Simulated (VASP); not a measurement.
Wanted: the native input for a VASP 6.6.1 run.

| Item | Value |
| --- | --- |
| Task | single point |
| Functional | PBE |
| Potentials or basis | VASP PAW PBE potentials, release 64 (Mn_pv, O) |
| Cutoff | 520 eV |
| k mesh | 23 × 23 × 23 |
| Occupations | fermi-dirac, width 0.0612256 eV |
| Spin | no spin polarisation |
| Dipole correction | no |
| Further INCAR settings | ALGO = Normal; EDIFF = 1e-06; NBANDS = 16 |

The structure of MnO (rock salt type) lies in POSCAR:

```
MnO
1.0
    0.0000000000      2.0660625431      2.0660625431
    2.0660625431      0.0000000000      2.0660625431
    2.0660625431      2.0660625431      0.0000000000
Mn O
1 1
Direct
    0.0000000000      0.0000000000      0.0000000000
    0.5000000000      0.5000000000      0.5000000000
```

These files were run (other wordings do the same):

INCAR

```
SYSTEM = MnO
ALGO = Normal
EDIFF = 1E-6
ENCUT = 520
GGA = PE
ISIF = 2
ISMEAR = -1
LASPH = .True.
LCHARG = .True.
LELF = .True.
LREAL = .False.
LVHAR = .True.
LWAVE = .False.
NBANDS = 16
NELM = 80
PREC = Accurate
SIGMA = 0.06122561905347299
```

KPOINTS

```
k-points
0
Gamma
  23 23 23
  0 0 0
```

Potentials or basis: VASP PAW PBE potentials, release 64 (Mn_pv, O).

The run is started by

```bash
$ cat potpaw_PBE.64/Mn_pv/POTCAR potpaw_PBE.64/O/POTCAR > POTCAR
$ mpirun -np 1 vasp_std > vasp.out
```

Results of the run:

The pressure is -3.8 GPa and the band gap on the k mesh is zero (an odd number of electrons rules out a gap without spin polarisation).

Caveat: the cell stands under tension; an odd number of electrons without spin polarisation forces a metal; a magnetic or distorted state may lie lower; the run has no spin polarisation, though such a crystal can be magnetic; semilocal functionals often make such compounds metallic where correlation or magnetic order opens a gap, which also shifts bond lengths.

Run time: 2.8 min on 1 thread of Intel Xeon 8259CL, with other jobs on the host, peak memory 0.23 GiB.
